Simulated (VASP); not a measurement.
# BaTiO3 (Amm2) in VASP: a series of runs

BaTiO3 is run at these levels: r2SCAN; tasks: single point.

All numbers are computed with VASP 6.6.1; they aren't measurements. Logs are shortened: lines on timing, memory, paths and dates and some standing lists are left out, and cuts for length are marked.

### 1 The cell of the first run

The structure is orthorhombic, space group Amm2 (No. 38). The conventional cell has a = 3.876 Å, b = 5.518 Å, c = 5.534 Å, α = 90.00°, β = 90.00°, γ = 90.00°. Within 3.6 Å of Ba (site symmetry mm2) lie 12 O at 2.70 to 2.84 Å and 8 Ti at 3.32 to 3.43 Å. Ti (site symmetry mm2) has 6 O at 1.87 to 2.03 Å within 2.5 Å. O (site symmetry mm2) has 2 Ti at 1.94 Å and 4 Ba at 2.70 to 2.84 Å and 8 O at 2.74 to 2.77 Å within 2.9 Å. O (site symmetry m) has 2 Ti at 1.87 to 2.03 Å within 2.5 Å.

### 2 Single point, r2SCAN

POSCAR reads:

```
BaTiO3
1.0
    3.8762527669      0.0000000000      0.0000000000
    0.0000000000      2.7591372411      2.7671610989
    0.0000000000     -2.7591372411      2.7671610989
Ba Ti O
1 1 3
Direct
    0.0000000000      0.0000000000      0.0000000000
    0.5000000000      0.5124000000      0.5124000000
    0.0000000000      0.4874000000      0.4874000000
    0.5000000000      0.5052400000      0.9918400000
    0.5000000000      0.9918400000      0.5052400000
```

INCAR.step1 reads:

```
SYSTEM = BaTiO3
PREC = Accurate
ENCUT = 520
ISMEAR = -1
SIGMA = 0.1
LREAL = .False.
LASPH = .True.
NELM = 60
NBANDS = 28
GGA = PE
ALGO = Normal
EDIFF = 1E-4
LWAVE = .True.
LCHARG = .False.
```

INCAR.step2 reads:

```
SYSTEM = BaTiO3
PREC = Accurate
ENCUT = 520
EDIFF = 1E-6
ISMEAR = -1
SIGMA = 0.1
LREAL = .False.
LASPH = .True.
NELM = 60
ALGO = Normal
ISIF = 2
LWAVE = .False.
LCHARG = .True.
METAGGA = R2SCAN
LMIXTAU = .True.
LELF = .True.
LVHAR = .True.
NBANDS = 28
ISTART = 1
```

KPOINTS reads:

```
regular mesh
0
Gamma
  6 6 6
  0 0 0
```

Potentials or basis: VASP PAW PBE potentials, release 64 (Ba_sv, Ti_sv, O).

The run is started by

```console
$ cat potpaw_PBE.64/Ba_sv/POTCAR potpaw_PBE.64/Ti_sv/POTCAR potpaw_PBE.64/O/POTCAR > POTCAR
$ cp INCAR.step1 INCAR
$ mpirun -np 1 vasp_std > vasp.out
$ cp INCAR.step2 INCAR
$ mpirun -np 1 vasp_std > vasp.out
```

OUTCAR:

```text
SYSTEM = BaTiO3
   PREC = Accurate
   ENCUT = 520
   EDIFF = 1E-6
   ISMEAR = -1
   LREAL = .False.
   LASPH = .True.
   NELM = 60
   ISIF = 2
   METAGGA = R2SCAN
   ISTART = 1

 ion  position               nearest neighbor table
   1  0.000  0.000  0.000-   3 2.70   4 2.74   5 2.74   4 2.74   5 2.74   3 2.76   3 2.76   4 2.77
                             5 2.77   5 2.77   4 2.77   3 2.84   2 3.32   2 3.32   2 3.37   2 3.37
   2  0.500  0.512  0.512-   4 1.87   5 1.87   3 1.94   3 1.94   5 2.03   4 2.03   1 3.32   1 3.32
                             1 3.37   1 3.37   1 3.37   1 3.37   1 3.43   1 3.43
   3  0.000  0.487  0.487-   2 1.94   2 1.94   1 2.70   1 2.76   1 2.76   1 2.84
   4  0.500  0.505  0.992-   2 1.87   2 2.03   1 2.74   1 2.74   1 2.77   1 2.77
   5  0.500  0.992  0.505-   2 1.87   2 2.03   1 2.74   1 2.74   1 2.77   1 2.77

  LATTYP: Found a base centered orthorhombic cell.
 ALAT       =     5.5182744822
 B/A-ratio  =     1.0029081039
 C/A-ratio  =     0.7024392823

  Lattice vectors:

 A1 = (   0.0000000000,   2.7591372411,  -2.7671610989)
 A2 = (   0.0000000000,   2.7591372411,   2.7671610989)
 A3 = (   3.8762527669,   0.0000000000,   0.0000000000)

Analysis of symmetry for initial positions (statically):
=====================================================================
 Subroutine PRICEL returns:
 Original cell was already a primitive cell.

 Routine SETGRP: Setting up the symmetry group for a
 base centered orthorhombic supercell.

 Subroutine GETGRP returns: Found  4 space group operations
 (whereof  4 operations were pure point group operations)
 out of a pool of  8 trial point group operations.

The static configuration has the point symmetry C_2v.

Analysis of symmetry for dynamics (positions and initial velocities):
=====================================================================
 Subroutine PRICEL returns:
 Original cell was already a primitive cell.

 Routine SETGRP: Setting up the symmetry group for a
 base centered orthorhombic supercell.

 Subroutine GETGRP returns: Found  4 space group operations
 (whereof  4 operations were pure point group operations)
 out of a pool of  8 trial point group operations.

The dynamic configuration has the point symmetry C_2v.

 Subroutine INISYM returns: Found  4 space group operations
 (whereof  4 operations are pure point group operations),
 and found     1 'primitive' translations

----------------------------------------------------------------------------------------

                                     Primitive cell

  volume of cell :      59.1902

  direct lattice vectors                    reciprocal lattice vectors
     3.876252767  0.000000000  0.000000000     0.257981112  0.000000000  0.000000000
     0.000000000  2.759137241  2.767161099     0.000000000  0.181216067  0.180690600
     0.000000000 -2.759137241  2.767161099     0.000000000 -0.181216067  0.180690600

  length of vectors
     3.876252767  3.907687150  3.907687150     0.257981112  0.255906929  0.255906929

  position of ions in fractional coordinates (direct lattice)
     0.000000000  0.000000000  0.000000000
     0.500000000  0.512400000  0.512400000
     0.000000000  0.487400000  0.487400000
     0.500000000  0.505240000  0.991840000
     0.500000000  0.991840000  0.505240000

  ion indices of the primitive-cell ions
   primitive index   ion index
                 1           1
                 2           2
                 3           3
                 4           4
                 5           5

----------------------------------------------------------------------------------------

 KPOINTS: regular mesh

Automatic generation of k-mesh.
 Grid dimensions read from file:
 generate k-points for:    6    6    6

 Generating k-lattice:

  Cartesian coordinates                     Fractional coordinates (reciprocal lattice)
     0.042996852  0.000000000  0.000000000     0.166666667  0.000000000  0.000000000
     0.000000000  0.030202678  0.030115100     0.000000000  0.166666667  0.000000000
     0.000000000 -0.030202678  0.030115100     0.000000000  0.000000000  0.166666667

  Length of vectors
     0.042996852  0.042651155  0.042651155

  Shift w.r.t. Gamma in fractional coordinates (k-lattice)
     0.000000000  0.000000000  0.000000000

 Subroutine IBZKPT returns following result:
 ===========================================

 Found     52 irreducible k-points:

 Following reciprocal coordinates:
            Coordinates               Weight
  0.000000  0.000000  0.000000      1.000000
  0.166667  0.000000  0.000000      2.000000
  0.333333  0.000000  0.000000      2.000000
  0.500000  0.000000  0.000000      1.000000
  0.000000  0.166667  0.000000      4.000000
  0.166667  0.166667  0.000000      8.000000
[... 16 lines left out ...]
  0.333333  0.333333  0.166667      8.000000
  0.500000  0.333333  0.166667      4.000000
 [... further k-points ...]
   k-points           NKPTS =     52   k-points in BZ     NKDIM =     52   number of bands    NBANDS=     28
   number of dos      NEDOS =    301   number of ions     NIONS =      5
   total plane-waves  NPLWV =  27000
   dimension x,y,z NGX =    30 NGY =   30 NGZ =   30
   dimension x,y,z NGXF=    60 NGYF=   60 NGZF=   60
   ions per type =               1   1   3
   NGX,Y,Z   is equivalent  to a cutoff of  12.87, 12.76, 12.76 a.u.
   NGXF,Y,Z  is equivalent  to a cutoff of  25.73, 25.53, 25.53 a.u.
 SYSTEM =  BaTiO3
   PREC   = accura    normal or accurate (medium, high low for compatibility)
   ISTART =      1    job   : 0-new  1-cont  2-samecut
   ICHARG =      0    charge: 1-file 2-atom 10-const
   ISPIN  =      1    spin polarized calculation?
   LNONCOLLINEAR =      F non collinear calculations
   LSORBIT =      F    spin-orbit coupling
   LASPH  =      T    aspherical Exc in radial PAW
   ENCUT  =  520.0 eV  38.22 Ry    6.18 a.u.   7.21  7.27  7.27*2*pi/ulx,y,z
   NELM   =     60;   NELMIN=  2; NELMDL=  0     # of ELM steps
   EDIFF  = 0.1E-05   stopping-criterion for ELM
   LREAL  =      F    real-space projection
   EDIFFG = 0.1E-04   stopping-criterion for IOM
   NSW    =      0    number of steps for IOM
   IBRION =     -1    ionic relax: 0-MD 1-quasi-New 2-CG
   NFREE  =      0    steps in history (QN), initial steepest desc. (CG)
   ISIF   =      2    stress and relaxation
   ISYM   =      2    0-nonsym 1-usesym 2-fastsym
   POTIM  = 0.5000    time-step for ionic-motion
   TEBEG  =    0.0;   TEEND  =   0.0 temperature during run
   PSTRESS=    0.0 pullay stress
   NELECT =      40.0000    total number of electrons
   NUPDOWN=      -1.0000    fix difference up-down
   EMIN   =  10.00;   EMAX   =-10.00  energy-range for DOS
   EFERMI =   0.00;   METHOD = LEGACY
   ISMEAR =    -1;   SIGMA  =   0.10  broadening in eV -4-tet -1-fermi 0-gaus
   EFERMI_NEDOS =   21; number of points for ismear=-14 and -15
   IALGO  =     38    algorithm
   IMIX   =      4    mixing-type and parameters
     AMIX     =   0.40;   BMIX     =  1.00
     AMIX_MAG =   1.60;   BMIX_MAG =  1.00
  volume/ion in A,a.u.               =      11.84        79.89
  Fermi-wavevector in a.u.,A,eV,Ry     =   1.436630  2.714837 28.081137  2.063905
  Thomas-Fermi vector in A             =   2.555797
   LORBIT       =      0    0 simple, 1 ext, 2 COOP (PROOUT), +10 PAW based schemes
   METAGGA = R2SCAN    functional components
   LHFCALC =     F    Hartree Fock is set to
   AEXX    =    0.0000 exact exchange contribution
   IVDW    =     0    specifies the selected vdW correction
   LEPSILON=     F    determine dielectric tensor
   LRPA    =     F    only Hartree local field effects (RPA)
 non-spin polarized calculation
  energy-cutoff  :      520.00
  volume of cell :       59.19
 maximum number of plane-waves:      1620
 NGX is ok and might be reduce to    30
   NGX = 15   NGY = 15   NGZ = 15

 number of electron      40.0000011 magnetization

 Free energy of the ion-electron system (eV)
  ---------------------------------------------------
  ext. energy  EPLUGINS =         0.00000000
  ---------------------------------------------------
  free energy    TOTEN  =       -73.92079164 eV

  energy without entropy =      -73.92079049  energy(sigma->0) =      -73.92079106

 E-fermi :   5.4508     XC(G=0): -12.3760

 val. band max:        4.1694037492   @ k =   0.5000   0.5000   0.5000
 cond. band min:       6.6075645620   @ k =   0.0000   0.0000   0.0000
 fundamental gap:      2.4381608128
 Fermi energy:         5.4508376867

 k-point     1 :       0.0000    0.0000    0.0000
  band No.  band energies     occupation
      1     -54.2401      2.00000
      2     -29.4738      2.00000
      3     -29.4700      2.00000
      4     -29.4526      2.00000
      5     -21.1560      2.00000
      6     -13.8438      2.00000
[... 20 lines left out ...]
     27       9.9379      0.00000
     28      13.4389      0.00000

 k-point     2 :       0.1667    0.0000    0.0000
  band No.  band energies     occupation
      1     -54.2396      2.00000
      2     -29.4762      2.00000
      3     -29.4730      2.00000
      4     -29.4689      2.00000
      5     -21.1056      2.00000
      6     -13.8963      2.00000
[... 20 lines left out ...]
     27      10.4970      0.00000
     28      13.7078      0.00000

 k-point     3 :       0.3333    0.0000    0.0000
  band No.  band energies     occupation
      1     -54.2386      2.00000
      2     -29.5221      2.00000
      3     -29.4713      2.00000
      4     -29.4674      2.00000
      5     -21.0013      2.00000
      6     -14.1216      2.00000
[... 20 lines left out ...]
     27      11.9337      0.00000
     28      13.5125      0.00000

 k-point     4 :       0.5000    0.0000    0.0000
  band No.  band energies     occupation
      1     -54.2381      2.00000
      2     -29.5448      2.00000
      3     -29.4705      2.00000
      4     -29.4665      2.00000
      5     -20.9471      2.00000
      6     -14.2542      2.00000
[... 578 lines left out ...]
     27      12.6781      0.00000
     28      13.9798      0.00000

 k-point    23 :       0.3333    0.3333    0.1667
  band No.  band energies     occupation
      1     -54.2369      2.00000
      2     -29.5312      2.00000
      3     -29.5172      2.00000
      4     -29.4878      2.00000
      5     -20.8741      2.00000
      6     -13.6844      2.00000
[... 20 lines left out ...]
     27      13.5857      0.00000
     28      13.7711      0.00000

 k-point    24 :       0.5000    0.3333    0.1667
  band No.  band energies     occupation
      1     -54.2364      2.00000
      2     -29.5394      2.00000
      3     -29.5298      2.00000
      4     -29.4869      2.00000
      5     -20.8392      2.00000
      6     -13.6362      2.00000
[... 20 lines left out ...]
     27      13.4567      0.00000
     28      13.9704      0.00000

 [... further k-points ...]

------------------------ aborting loop because EDIFF is reached ----------------------------------------

  FORCE on cell =-STRESS in cart. coord.  units (eV):
  Direction    XX          YY          ZZ          XY          YZ          ZX
  --------------------------------------------------------------------------------------
  -------------------------------------------------------------------------------------
  Total        7.2161337      7.2582283      6.9565329      0.0000000      0.0000000      0.0000000
  in kB      195.3283674    196.4677962    188.3014192      0.0000000      0.0000000      0.0000000
  external PRESSURE =     193.3658610 kB  Pullay stress =       0.0000000 kB

 VOLUME and BASIS-vectors are now :
 -----------------------------------------------------------------------------
  energy-cutoff  :      520.00
  volume of cell :       59.19
      direct lattice vectors                 reciprocal lattice vectors
     3.876252767  0.000000000  0.000000000     0.257981112  0.000000000  0.000000000
     0.000000000  2.759137241  2.767161099     0.000000000  0.181216067  0.180690600
     0.000000000 -2.759137241  2.767161099     0.000000000 -0.181216067  0.180690600

 POSITION                                       TOTAL-FORCE (eV/Angst)
 -----------------------------------------------------------------------------------
      0.00000      0.00000      0.00000         0.000000     -0.000000      0.180535
      1.93813      0.00000      2.83579         0.000000     -0.000000     -0.376774
      0.00000      0.00000      2.69743         0.000000     -0.000000      0.228365
      1.93813     -1.34260      4.14266         0.000000     -0.355577     -0.016063
      1.93813      1.34260      4.14266         0.000000      0.355577     -0.016063
 -----------------------------------------------------------------------------------
    total drift:                                0.000000      0.000001     -0.019576

  FREE ENERGIE OF THE ION-ELECTRON SYSTEM (eV)
  ---------------------------------------------------
  free  energy   TOTEN  =       -73.9207916376 eV

  energy  without entropy=      -73.9207904893  energy(sigma->0) =      -73.92079106
```

Run time: 2.4 min. Hardware: 1 thread of AMD EPYC 9R45 (Zen 5), shared host; peak memory 0.2 GiB.

What came out:

```
Free energy            : -73.9208 eV
Pressure               : 19.3 GPa
Largest force          : 0.377 eV/Å
Band gap on the k mesh : 2.44 eV (least direct gap 2.57 eV)
```

Forces in eV/Å, atoms in the order of the input:
```
Ba   0.000  0.000  0.181
Ti   0.000  0.000 -0.377
O    0.000  0.000  0.228
O    0.000 -0.356 -0.016
O    0.000  0.356 -0.016
```

Caveat: the cell stands under pressure; the PAW data sets were made with another functional, which shifts forces and pressure a little; spin-orbit coupling is left out, which moves the levels of the heavy elements. r2SCAN opens gaps a little over a GGA but as a rule still falls short of measured ones.

[end of part 1 of 3]
